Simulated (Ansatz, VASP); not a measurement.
**MgO2 in VASP and in Ansatz**

Contents of POSCAR:

```
MgO2
1.0
    1.6448800414      0.9496719347      3.5813283468
   -1.6448800414      0.9496719347      3.5813283468
    0.0000000000     -1.8993438694      3.5813283468
Mg O
1 2
Direct
    0.0000000000      0.0000000000      0.0000000000
    0.4287860000      0.4287860000      0.4287860000
    0.5712140000      0.5712140000      0.5712140000
```

Contents of INCAR.step1:

```
PREC     = Accurate       # precision mode
ENCUT    = 520            # plane-wave cutoff, eV
ISMEAR   = 0              # smearing method
SIGMA    = 0.05           # smearing width, eV
LREAL    = F              # projectors in reciprocal space
LASPH    = T              # aspherical terms in the spheres
NELM     = 100            # most SCF steps
NBANDS   = 14             # bands
GGA      = PE             # functional
ALGO     = Normal         # electronic algorithm
EDIFF    = 1E-4           # SCF threshold, eV
LWAVE    = T              # write WAVECAR
LCHARG   = F              # write CHGCAR
```

File INCAR.step2:

```
PREC     = Accurate       # precision mode
ENCUT    = 520            # plane-wave cutoff, eV
EDIFF    = 1E-6           # SCF threshold, eV
ISMEAR   = 0              # smearing method
SIGMA    = 0.05           # smearing width, eV
LREAL    = F              # projectors in reciprocal space
LASPH    = T              # aspherical terms in the spheres
NELM     = 100            # most SCF steps
ALGO     = Normal         # electronic algorithm
ISIF     = 2              # what is computed and relaxed
LWAVE    = F              # write WAVECAR
LCHARG   = F              # write CHGCAR
METAGGA  = R2SCAN         # meta-GGA
LMIXTAU  = T            
NBANDS   = 14             # bands
ISTART   = 1
```

File KPOINTS:

```
regular mesh
0
Gamma
  12 12 12
```

Input for Ansatz:

```yaml
crystal:
  lattice:
    - [1.6448800414, 0.9496719347, 3.5813283468]
    - [-1.6448800414, 0.9496719347, 3.5813283468]
    - [0.0, -1.8993438694, 3.5813283468]
  atoms:
    - { symbol: Mg, position: [0.0, 0.0, 0.0] }
    - { symbol: O, position: [0.428786, 0.428786, 0.428786] }
    - { symbol: O, position: [0.571214, 0.571214, 0.571214] }
basis:
  ecutwfc: 500
kpoints:
  mp_grid: { grid: [12, 12, 12] }
hamiltonian:
  xc: r2scan
scf:
  occupations: { method: gaussian, width: 0.05 }
output:
  forces: true
  stress: true
  eigenvalues: true
  write_density: true
  write_potential: true
  elf: true
  volumetric_format: npy
```

Change from the starting cell: strain +0.025 along x and y, +0.025 along z, atoms carried along.

Alike in both runs: task single point; functional r2SCAN; k mesh 12 × 12 × 12; occupations gaussian, width 0.05 eV; no spin polarisation.

|  | VASP | Ansatz |
| --- | --- | --- |
| version | VASP 6.6.1 | Ansatz 0.2.0 |
| potentials or method | VASP PAW PBE potentials, release 64 (Mg, O), cutoff 520 eV | scalar-relativistic, plane waves, PAW |
| valence electrons in the cell | 14 | 22 |

|  | VASP | Ansatz | Ansatz less VASP |
| --- | --- | --- | --- |
| gap on the k mesh at the Fermi level (eV) | 2.48 | 2.51 | +0.028 |
| least direct gap on the mesh (eV) | 2.48 | 2.51 | +0.028 |
| pressure (GPa) | -13.6 | -13.2 | +0.43 |
| traceless stress, the component that is largest in VASP (GPa) | -3.35 | -4.48 | -1.127 |
| rms of the force components (eV/Å) | 0.143 | 0.245 | +0.1013 |

VASP's potentials were made for PBE, not for r2SCAN. Atom by atom the forces differ by 0.101 eV/Å (rms over components). With one functional, cell and mesh, what is left measures potentials, basis and numerics. VASP's potentials hold 14 valence electrons a cell and Ansatz's 22, so a difference there can come from the potentials and not from the codes.
